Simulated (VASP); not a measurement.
# In3Se: single point with PBEsol+D3(BJ)

In3Se:

```
CELL_PARAMETERS angstrom
4.80376 0.00000 0.00000
0.00000 4.80376 0.00000
0.00000 0.00000 4.80376
ATOMIC_POSITIONS crystal
In 0.50000 0.50000 0.00000
In 0.50000 0.00000 0.50000
In 0.00000 0.50000 0.50000
Se 0.00000 0.00000 0.00000
```

```json
{"Program": "VASP 6.6.1", "Task": "single point", "Functional": "PBEsol", "Dispersion": "D3(BJ)", "Potentials or basis": "VASP PAW PBE potentials, release 64 (In_d, Se)", "Cutoff": "520 eV", "k mesh": "6 × 6 × 6", "Occupations": "fermi-dirac, width 0.05 eV", "Spin": "no spin polarisation"}
```

```yaml
Pressure: -4.9 GPa
Dispersion_energy_per_atom: -0.320 eV
```

Levels at points of the mesh, in eV from the Fermi level:
```
           k point  band 20  band 21  band 22  band 23  band 24  band 25
(0.00, 0.00, 0.00)    -3.32    -2.32    -2.32     1.06     1.06     1.06
(0.50, 0.00, 0.00)    -2.50    -1.77    -1.10    -0.18    -0.18     1.30
(0.50, 0.50, 0.00)    -2.00    -0.95    -0.76    -0.76     1.30     1.69
(0.50, 0.50, 0.50)    -4.23    -4.23    -4.23    -3.26     2.93     2.93
```

Wall time 59 s on 1 thread of Intel(R) Xeon(R) Platinum 8259CL CPU @ 2.50GHz (Skylake/Cascade Lake), on a shared host, peak memory 0.23 GiB.

Caveat: three body term missing; the PAW data sets were made with another functional, which shifts forces and pressure a little; spin-orbit coupling is left out, which moves the levels of the heavy elements; pairwise dispersion overbinds metals, which lowers pressure and volume.
